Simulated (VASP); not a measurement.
## Be4NiGe: single point with LDA

Crystal: Be4NiGe.

```
Be Ni Ge
1.0
     0.00000    3.06591    3.06591
     3.06591    0.00000    3.06591
     3.06591    3.06591    0.00000
Be Ni Ge
4 1 1
Direct
  0.37674 0.37674 0.37674
  0.86979 0.37674 0.37674
  0.37674 0.37674 0.86979
  0.37674 0.86979 0.37674
  0.75000 0.75000 0.75000
  0.00000 0.00000 0.00000
```

```json
{"Program": "VASP 6.6.1", "Task": "single point", "Functional": "LDA", "Potentials or basis": "VASP PAW LDA potentials, release 64 (Be, Ni, Ge_d)", "Cutoff": "520 eV", "k mesh": "8 × 8 × 8", "Occupations": "gaussian, width 0.1 eV", "Spin": "collinear spin, ferromagnetic start", "Starting moments": "[0.0, 0.0, 0.0, 0.0, 1.5, 0.0] μB"}
```

```
Pressure                                              : -7.6 GPa
Band gap on the k mesh                                : zero (filled and empty bands overlap)
Net moment                                            : 0.00 μB per cell
Valence electrons inside the program's atomic spheres : Be 1.13; Ni 9.33; Ge 12.42
```

Levels at points of the mesh, in eV from the Fermi level:
Spin up:
```tsv
k point	band 14	band 15	band 16	band 17	band 18	band 19
(0.00, 0.00, 0.00)	-1.26	-1.26	-1.26	0.56	0.56	0.56
(0.50, 0.00, 0.00)	-2.59	-2.59	-0.27	0.16	0.16	3.48
(0.50, 0.50, 0.00)	-2.61	-1.89	-1.33	3.60	4.18	4.84
```
Spin down:
```csv
k point,band 14,band 15,band 16,band 17,band 18,band 19
"(0.00, 0.00, 0.00)",-1.26,-1.26,-1.26,0.56,0.56,0.56
"(0.50, 0.00, 0.00)",-2.59,-2.59,-0.27,0.16,0.16,3.48
"(0.50, 0.50, 0.00)",-2.61,-1.89,-1.33,3.60,4.18,4.84
```

It took 2.5 min on 1 thread of Intel Xeon 8259CL, on a shared host, peak memory 0.22 GiB.

Caveat: the cell stands under tension; the moments typed at the start vanished in this run.
